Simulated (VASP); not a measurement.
# TiAl (P-6m2) in VASP: a series of runs

TiAl is run at these levels: PBEsol; tasks: single point.

All numbers are computed with VASP 6.6.1; they aren't measurements. Logs are shortened: lines on timing, memory, paths and dates and some standing lists are left out, and cuts for length are marked.

### Step 1. The cell of the first run

Symmetry: P-6m2, No. 187, hexagonal system. Conventional cell: a = 2.910 Å, b = 2.910 Å, c = 4.678 Å, α = 90.00°, β = 90.00°, γ = 120.00°. Within 3.8 Å of Ti (site symmetry -6m2) lie 6 Al at 2.88 Å and 6 Ti at 2.91 Å. Al (site symmetry -6m2) has 6 Ti at 2.88 Å and 6 Al at 2.91 Å within 3.8 Å.

### Step 2. Single point, PBEsol (strain +0.015 along x and y, +0.000 along z)

INCAR

```
SYSTEM = TiAl
  ALGO = Fast
  EDIFF = 1E-6
  ENCUT = 520
  GGA = PS
  ISIF = 2
  ISMEAR = 0
  LASPH = .TRUE.
  LCHARG = .TRUE.
  LELF = .TRUE.
  LREAL = .FALSE.
  LVHAR = .TRUE.
  LWAVE = .FALSE.
  NBANDS = 14
  NELM = 80
  PREC = Accurate
  SIGMA = 0.15
```

KPOINTS

```
k-points
0
G
  18 18 10
  0 0 0
```

POSCAR

```
TiAl
1.0
    2.9102711662      0.0000000000      0.0000000000
   -1.4551355831      2.5203687618      0.0000000000
    0.0000000000      0.0000000000      4.6780830000
Ti Al
1 1
Direct
    0.0000000000      0.0000000000      0.0000000000
    0.3333333333      0.6666666667      0.5000000000
```

Potentials or basis: VASP PAW PBE potentials, release 64 (Ti_sv, Al).

Started as:

```
$ cat potpaw_PBE.64/Ti_sv/POTCAR potpaw_PBE.64/Al/POTCAR > POTCAR
$ mpirun -np 1 vasp_std > vasp.out
```

OUTCAR:

```text
SYSTEM = TiAl
   EDIFF = 1E-6
   ENCUT = 520
   GGA = PS
   ISIF = 2
   ISMEAR = 0
   LASPH = .TRUE.
   LREAL = .FALSE.
   NELM = 80
   PREC = Accurate

 ion  position               nearest neighbor table
   1  0.000  0.000  0.000-   2 2.88   2 2.88   2 2.88   2 2.88   2 2.88   2 2.88
   2  0.333  0.667  0.500-   1 2.88   1 2.88   1 2.88   1 2.88   1 2.88   1 2.88

  LATTYP: Found a hexagonal cell.
 ALAT       =     2.9102711662
 C/A-ratio  =     1.6074388718

  Lattice vectors:

 A1 = (   2.9102711662,   0.0000000000,   0.0000000000)
 A2 = (  -1.4551355831,   2.5203687618,   0.0000000000)
 A3 = (   0.0000000000,   0.0000000000,   4.6780830000)

Analysis of symmetry for initial positions (statically):
=====================================================================
 Subroutine PRICEL returns:
 Original cell was already a primitive cell.

 Routine SETGRP: Setting up the symmetry group for a
 hexagonal supercell.

 Subroutine GETGRP returns: Found 12 space group operations
 (whereof 12 operations were pure point group operations)
 out of a pool of 24 trial point group operations.

The static configuration has the point symmetry D_3h.

Analysis of symmetry for dynamics (positions and initial velocities):
=====================================================================
 Subroutine PRICEL returns:
 Original cell was already a primitive cell.

 Routine SETGRP: Setting up the symmetry group for a
 hexagonal supercell.

 Subroutine GETGRP returns: Found 12 space group operations
 (whereof 12 operations were pure point group operations)
 out of a pool of 24 trial point group operations.

The dynamic configuration has the point symmetry D_3h.

 Subroutine INISYM returns: Found 12 space group operations
 (whereof 12 operations are pure point group operations),
 and found     1 'primitive' translations

----------------------------------------------------------------------------------------

                                     Primitive cell

  volume of cell :      34.3135

  direct lattice vectors                    reciprocal lattice vectors
     2.910271166  0.000000000  0.000000000     0.343610593  0.198383668  0.000000000
    -1.455135583  2.520368762  0.000000000     0.000000000  0.396767336  0.000000000
     0.000000000  0.000000000  4.678083000     0.000000000  0.000000000  0.213762774

  length of vectors
     2.910271166  2.910271166  4.678083000     0.396767336  0.396767336  0.213762774

  position of ions in fractional coordinates (direct lattice)
     0.000000000  0.000000000  0.000000000
     0.333333333  0.666666667  0.500000000

  ion indices of the primitive-cell ions
   primitive index   ion index
                 1           1
                 2           2

----------------------------------------------------------------------------------------

 KPOINTS: k-points

Automatic generation of k-mesh.
 Grid dimensions read from file:
 generate k-points for:   18   18   10

 Generating k-lattice:

  Cartesian coordinates                     Fractional coordinates (reciprocal lattice)
     0.019089477  0.011021315  0.000000000     0.055555556  0.000000000  0.000000000
     0.000000000  0.022042630  0.000000000     0.000000000  0.055555556  0.000000000
     0.000000000  0.000000000  0.021376277     0.000000000  0.000000000  0.100000000

  Length of vectors
     0.022042630  0.022042630  0.021376277

  Shift w.r.t. Gamma in fractional coordinates (k-lattice)
     0.000000000  0.000000000  0.000000000

 Subroutine IBZKPT returns following result:
 ===========================================

 Found    222 irreducible k-points:

 Following reciprocal coordinates:
            Coordinates               Weight
  0.000000  0.000000  0.000000      1.000000
  0.055556  0.000000  0.000000      6.000000
  0.111111  0.000000  0.000000      6.000000
  0.166667 -0.000000  0.000000      6.000000
  0.222222  0.000000  0.000000      6.000000
  0.277778 -0.000000  0.000000      6.000000
[... 16 lines left out ...]
  0.333333  0.111111  0.000000     12.000000
  0.388889  0.111111  0.000000     12.000000
 [... further k-points ...]
   k-points           NKPTS =    222   k-points in BZ     NKDIM =    222   number of bands    NBANDS=     14
   number of dos      NEDOS =    301   number of ions     NIONS =      2
   total plane-waves  NPLWV =  20736
   dimension x,y,z NGX =    24 NGY =   24 NGZ =   36
   dimension x,y,z NGXF=    48 NGYF=   48 NGZF=   72
   ions per type =               1   1
   NGX,Y,Z   is equivalent  to a cutoff of  13.71, 13.71, 12.79 a.u.
   NGXF,Y,Z  is equivalent  to a cutoff of  27.42, 27.42, 25.59 a.u.
 SYSTEM =  TiAl
   PREC   = accura    normal or accurate (medium, high low for compatibility)
   ISTART =      0    job   : 0-new  1-cont  2-samecut
   ICHARG =      2    charge: 1-file 2-atom 10-const
   ISPIN  =      1    spin polarized calculation?
   LNONCOLLINEAR =      F non collinear calculations
   LSORBIT =      F    spin-orbit coupling
   LASPH  =      T    aspherical Exc in radial PAW
   ENCUT  =  520.0 eV  38.22 Ry    6.18 a.u.   5.41  5.41  8.70*2*pi/ulx,y,z
   NELM   =     80;   NELMIN=  2; NELMDL= -5     # of ELM steps
   EDIFF  = 0.1E-05   stopping-criterion for ELM
   LREAL  =      F    real-space projection
   EDIFFG = 0.1E-04   stopping-criterion for IOM
   NSW    =      0    number of steps for IOM
   IBRION =     -1    ionic relax: 0-MD 1-quasi-New 2-CG
   NFREE  =      0    steps in history (QN), initial steepest desc. (CG)
   ISIF   =      2    stress and relaxation
   ISYM   =      2    0-nonsym 1-usesym 2-fastsym
   POTIM  = 0.5000    time-step for ionic-motion
   TEBEG  =    0.0;   TEEND  =   0.0 temperature during run
   PSTRESS=    0.0 pullay stress
   NELECT =      15.0000    total number of electrons
   NUPDOWN=      -1.0000    fix difference up-down
   EMIN   =  10.00;   EMAX   =-10.00  energy-range for DOS
   EFERMI =   0.00;   METHOD = LEGACY
   ISMEAR =     0;   SIGMA  =   0.15  broadening in eV -4-tet -1-fermi 0-gaus
   EFERMI_NEDOS =   21; number of points for ismear=-14 and -15
   IALGO  =     68    algorithm
   IMIX   =      4    mixing-type and parameters
     AMIX     =   0.40;   BMIX     =  1.00
     AMIX_MAG =   1.60;   BMIX_MAG =  1.00
  volume/ion in A,a.u.               =      17.16       115.78
  Fermi-wavevector in a.u.,A,eV,Ry     =   1.242463  2.347914 21.003505  1.543714
  Thomas-Fermi vector in A             =   2.376816
   LORBIT       =      0    0 simple, 1 ext, 2 COOP (PROOUT), +10 PAW based schemes
   GGA     = PS    functional components
   LHFCALC =     F    Hartree Fock is set to
   AEXX    =    0.0000 exact exchange contribution
   IVDW    =     0    specifies the selected vdW correction
   LEPSILON=     F    determine dielectric tensor
   LRPA    =     F    only Hartree local field effects (RPA)
 non-spin polarized calculation
 RMM-DIIS sequential band-by-band and
 Gauss-broadening in eV      SIGMA  =   0.15
  energy-cutoff  :      520.00
  volume of cell :       34.31
 maximum number of plane-waves:       954
 NGX is ok and might be reduce to    24
   NGX = 11   NGY = 11   NGZ = 17

 number of electron      14.9999997 magnetization

 Free energy of the ion-electron system (eV)
  ---------------------------------------------------
  ext. energy  EPLUGINS =         0.00000000
  ---------------------------------------------------
  free energy    TOTEN  =       -12.91412697 eV

  energy without entropy =      -12.88460071  energy(sigma->0) =      -12.89936384

 E-fermi :   7.4629     XC(G=0): -10.9070

 val. band max:        7.4621297848   @ k =   0.3333   0.3333   0.5000
 cond. band min:       7.4633619274   @ k =   0.3333   0.3333   0.4000
 fundamental gap:      0.0012321426
 Fermi energy:         7.4629301669

 k-point     1 :       0.0000    0.0000    0.0000
  band No.  band energies     occupation
      1     -48.9025      2.00000
      2     -25.3191      2.00000
      3     -24.9383      2.00000
      4     -24.9383      2.00000
      5      -1.2813      2.00000
      6       5.2551      2.00000
      7       5.7745      2.00000
      8       8.6926      0.00000
      9       8.6926      0.00000
     10      10.0800      0.00000
     11      10.0800      0.00000
     12      11.3782      0.00000
     13      19.9408      0.00000
     14      19.9408      0.00000

 k-point     2 :       0.0556    0.0000    0.0000
  band No.  band energies     occupation
      1     -48.9000      2.00000
      2     -25.3167      2.00000
      3     -24.9540      2.00000
      4     -24.9419      2.00000
      5      -1.2067      2.00000
      6       5.3352      2.00000
      7       5.7822      2.00000
      8       8.6217      0.00000
      9       8.7519      0.00000
     10      10.0598      0.00000
     11      10.1013      0.00000
     12      11.3939      0.00000
     13      18.6701      0.00000
     14      19.1773      0.00000

 k-point     3 :       0.1111    0.0000    0.0000
  band No.  band energies     occupation
      1     -48.8931      2.00000
      2     -25.3097      2.00000
      3     -24.9990      2.00000
      4     -24.9522      2.00000
      5      -0.9841      2.00000
      6       5.5658      2.00000
      7       5.8041      2.00000
      8       8.4267      0.00000
      9       8.9264      0.00000
     10      10.0019      0.00000
     11      10.1673      0.00000
     12      11.4375      0.00000
     13      16.8857      0.00000
     14      18.2711      0.00000
[... 324 lines left out ...]
 k-point    23 :       0.3333    0.1111    0.0000
  band No.  band energies     occupation
      1     -48.8283      2.00000
      2     -25.3743      2.00000
      3     -25.2444      2.00000
      4     -25.0760      2.00000
      5       2.3637      2.00000
      6       6.0899      2.00000
      7       6.2810      2.00000
      8       6.9982      1.99999
      9       9.0888      0.00000
     10      10.2128      0.00000
     11      11.3756      0.00000
     12      11.7127      0.00000
     13      12.6733      0.00000
     14      13.5630      0.00000

 k-point    24 :       0.3889    0.1111    0.0000
  band No.  band energies     occupation
      1     -48.8216      2.00000
      2     -25.4112      2.00000
      3     -25.2377      2.00000
      4     -25.0889      2.00000
      5       3.3053      2.00000
      6       5.4975      2.00000
      7       6.1343      2.00000
      8       6.7445      2.00000
      9       8.9762      0.00000
     10      10.4384      0.00000
     11      11.3620      0.00000
     12      12.0457      0.00000
     13      12.8339      0.00000
     14      13.6958      0.00000

 [... further k-points ...]
[... 5 lines left out ...]
  --------------------------------------------------------------------------------------
  -------------------------------------------------------------------------------------
  Total       -1.1994331     -1.1994331     -1.1644501      0.0000000      0.0000000      0.0000000
  in kB      -56.0042713    -56.0042713    -54.3708324      0.0000000      0.0000000      0.0000000
  external PRESSURE =     -55.4597916 kB  Pullay stress =       0.0000000 kB

 VOLUME and BASIS-vectors are now :
 -----------------------------------------------------------------------------
  energy-cutoff  :      520.00
  volume of cell :       34.31
      direct lattice vectors                 reciprocal lattice vectors
     2.910271166  0.000000000  0.000000000     0.343610593  0.198383668  0.000000000
    -1.455135583  2.520368762  0.000000000     0.000000000  0.396767336  0.000000000
     0.000000000  0.000000000  4.678083000     0.000000000  0.000000000  0.213762774

 POSITION                                       TOTAL-FORCE (eV/Angst)
 -----------------------------------------------------------------------------------
      0.00000      0.00000      0.00000         0.000000      0.000000      0.000000
     -0.00000      1.68025      2.33904         0.000000      0.000000      0.000000
 -----------------------------------------------------------------------------------
    total drift:                                0.000000     -0.000000      0.000000

  FREE ENERGIE OF THE ION-ELECTRON SYSTEM (eV)
  ---------------------------------------------------
  free  energy   TOTEN  =       -12.9141269701 eV

  energy  without entropy=      -12.8846007134  energy(sigma->0) =      -12.89936384
```

Run time: 2.1 min. Hardware: 1 thread of Intel Xeon Platinum 8488C (Sapphire Rapids), shared host; peak memory 0.24 GiB.

What came out:

- Free energy: -12.9141 eV
- Pressure: -5.5 GPa

Stress tensor (GPa, compression positive):
```
-5.60  0.00  0.00
 0.00 -5.60  0.00
 0.00  0.00 -5.44
```

Caveat: the cell differs from its parent crystal (strain +0.015 along x and y, +0.000 along z); the PAW data sets were made with another functional, which shifts forces and pressure a little.

### Step 3. Single point, PBEsol (strain +0.030 along x and y, -0.015 along z)

INCAR

```
PREC     = Accurate       # precision mode
ENCUT    = 520            # plane-wave cutoff, eV
EDIFF    = 1E-7           # SCF threshold, eV
ISMEAR   = 0              # smearing method
SIGMA    = 0.15           # smearing width, eV
LREAL    = F              # projectors in reciprocal space
LASPH    = T              # aspherical terms in the spheres
NELM     = 80             # most SCF steps
ALGO     = Normal         # electronic algorithm
ISIF     = 2              # what is computed and relaxed
LWAVE    = F              # write WAVECAR
LCHARG   = T              # write CHGCAR
GGA      = PS             # functional
LELF     = T              # ELF
LVHAR    = T            
NBANDS   = 14             # bands
```

KPOINTS

```
regular mesh
0
Gamma
  18 18 10
```

POSCAR

```
TiAl
1.0
    2.9532800997      0.0000000000      0.0000000000
   -1.4766400498      2.5576155908      0.0000000000
    0.0000000000      0.0000000000      4.6079117550
Ti Al
1 1
Direct
    0.0000000000      0.0000000000      0.0000000000
    0.3333333333      0.6666666667      0.5000000000
```

Potentials or basis: VASP PAW PBE potentials, release 64 (Ti_sv, Al).

Started as:

```
$ cat potpaw_PBE.64/Ti_sv/POTCAR potpaw_PBE.64/Al/POTCAR > POTCAR
$ mpirun -np 1 vasp_std > vasp.out
```

It took 46 s on 1 thread of Intel Xeon Platinum 8488C (Sapphire Rapids), shared host; peak memory 0.24 GiB.

The run converged. Its results:

```yaml
Free_energy: -12.8883 eV
Pressure: -6.4 GPa
```

Stress tensor (GPa, compression positive):
```
-7.50  0.00  0.00
 0.00 -7.50  0.00
 0.00  0.00 -4.20
```

Levels at points of the mesh, in eV from the Fermi level:
| k point | band 5 | band 6 | band 7 | band 8 | band 9 | band 10 | band 11 | band 12 |
| --- | --- | --- | --- | --- | --- | --- | --- | --- |
| (0.00, 0.00, 0.00) | -8.62 | -2.07 | -1.44 | 1.19 | 1.19 | 2.48 | 2.48 | 4.17 |
| (0.50, 0.00, 0.00) | -3.66 | -2.88 | -1.39 | -0.85 | 1.88 | 3.59 | 3.92 | 4.23 |
| (0.00, 0.00, 0.50) | -7.65 | -5.08 | -0.18 | 1.20 | 1.20 | 2.39 | 2.39 | 7.33 |
| (0.50, 0.00, 0.50) | -3.59 | -2.29 | -1.73 | 0.40 | 0.98 | 1.63 | 3.08 | 3.59 |

Caveat: the cell differs from its parent crystal (strain +0.030 along x and y, -0.015 along z); the PAW data sets were made with another functional, which shifts forces and pressure a little.

(Part 1 of 2 ends here.)
